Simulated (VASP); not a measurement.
Runs of VASP 6.6.1 on I. The structure is that of space group Fd-3m (No. 227), or close to it. The cells are those of the table. 

```tsv
task	cell	cutoff (eV)	gap on the mesh (eV)	pressure (GPa)
relaxation of cell and atoms	relaxed from a = 4.943 Å, angles 60.0°, 2 atoms	600	none	-0.1
relaxation of cell and atoms	relaxed to 10 GPa from a = 4.943 Å, angles 60.0°, 2 atoms	600	none	10.0
relaxation of cell and atoms	relaxed to 20 GPa from a = 4.943 Å, angles 60.0°, 2 atoms	600	none	20.1
single point	a = 4.654 Å, angles 60.0°, 2 atoms	520	none	19.9
relaxation of cell and atoms	relaxed to 5 GPa from a = 4.943 Å, angles 60.0°, 2 atoms	600	none	5.0
single point	a = 5.111 Å, angles 60.0°, 2 atoms	520	none	5.0
single point	a = 5.537 Å, angles 60.0°, 2 atoms	520	none	0.0
single point	a = 4.903 Å, angles 60.0°, 2 atoms	520	none	(a)
```

Alike in all rows: level PBE; potentials or basis VASP PAW PBE potentials, release 64 (I); no spin polarisation; k mesh 5 × 5 × 5; smearing fermi-dirac 0.02 eV.

Fill in the values left out.

(a) 9.9.

Caveats: spin-orbit coupling is left out, which moves the levels of the heavy elements; the cell is relaxed towards a set pressure, so the run minimises the enthalpy, not the energy (at least some runs); the cell stands under pressure (at least some runs).

A k mesh can miss the band edges, and the runs leave out spin-orbit coupling on I.

A gap of «none» marks levels without a gap at the run's occupations.
